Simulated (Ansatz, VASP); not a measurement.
# One calculation of Zr, two programs

```
CELL_PARAMETERS angstrom
0.00000 3.23152 3.23152
3.23152 0.00000 3.23152
3.23152 3.23152 0.00000
ATOMIC_POSITIONS crystal
Zr 0.12500 0.12500 0.12500
Zr 0.87500 0.87500 0.87500
```

Alike in both runs: functional BLYP; k mesh 9 × 9 × 9; occupations fermi-dirac, width 0.1 eV; no spin polarisation.

Ansatz relaxed the structure, and its values are those at the end. VASP's run is a single point on that final structure, the one shown.

```csv
,VASP,Ansatz
version,VASP 6.6.1,Ansatz 0.2.0
potentials or method,"VASP PAW PBE potentials, release 64 (Zr_sv), cutoff 520 eV","plane waves (420 eV) with PAW, scalar-relativistic"
valence electrons in the cell,24,24
```

```tsv
	VASP	Ansatz	Ansatz less VASP
pressure (GPa)	0.0	0.0	-0.03
```

VASP's potentials were made for PBE, not for BLYP. The functional is the same, so the differences come from potentials, cutoffs and numerics.
